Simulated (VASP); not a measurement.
A run of VASP 6.6.1 is set up as follows.

Contents of INCAR:

```
SYSTEM = PrSi3
  PREC = Accurate
  ENCUT = 500
  EDIFF = 1E-7
  ISMEAR = 0
  SIGMA = 0.1
  LREAL = .False.
  LASPH = .True.
  NELM = 200
  ALGO = Normal
  ISIF = 3
  LWAVE = .False.
  LCHARG = .False.
  GGA = PE
  IBRION = 2
  NSW = 100
  EDIFFG = -0.01
  GGA_COMPAT = .False.
  NELMIN = 4
  LMAXMIX = 6
```

Contents of KPOINTS:

```
regular mesh
0
Gamma
  12 12 10
  0 0 0
```

The input POSCAR:

```
PrSi3
1.0
    4.2222196790      0.0000000000      0.0000000000
    0.0000000000      4.2222196790      0.0000000000
    0.0000000000      0.0000000000      4.3845708924
Pr Si
1 3
Direct
    0.0000000000      0.0000000000      0.0000000000
    0.5000000000      0.5000000000      0.0000000000
    0.5000000000      0.0000000000      0.5000000000
    0.0000000000      0.5000000000      0.5000000000
```

Potentials or basis: VASP PAW PBE potentials, release 64 (Pr_3, Si), 4f in core.

Launch:

```bash
$ cat potpaw_PBE.64/Pr_3/POTCAR potpaw_PBE.64/Si/POTCAR > POTCAR
$ mpirun -np 1 vasp_std > vasp.out
```

Predict the relaxed cell.

a = 4.277 Å, b = 4.277 Å, c = 4.268 Å, α = 90.00°, β = 90.00°, γ = 90.00°.

Predict the relaxed volume.

19.51 Å³/atom.

Estimate the band gap on the k mesh.

zero (an odd number of electrons rules out a gap without spin polarisation).

Step by step:
```
step  energy change (eV)  largest force (eV/Å)  pressure (GPa)  volume (Å³)
   1              0.0000                0.0000            0.04        78.16
   2             -0.0111                0.0000           -0.08        78.21
   3             -0.0177                0.0000           -0.19        78.25
   4             -0.0178                0.0000           -0.19        78.26
   5             -0.0178                0.0000            0.15        77.91
   6             -0.0179                0.0000            0.00        78.06
```

Caveat: spin-orbit coupling is left out, which moves the levels of the heavy elements; the 4f electrons are frozen in the core, so they carry no moment and show no levels. Spin polarisation is off, so any magnetic state and its effect on volume and gap are missing.
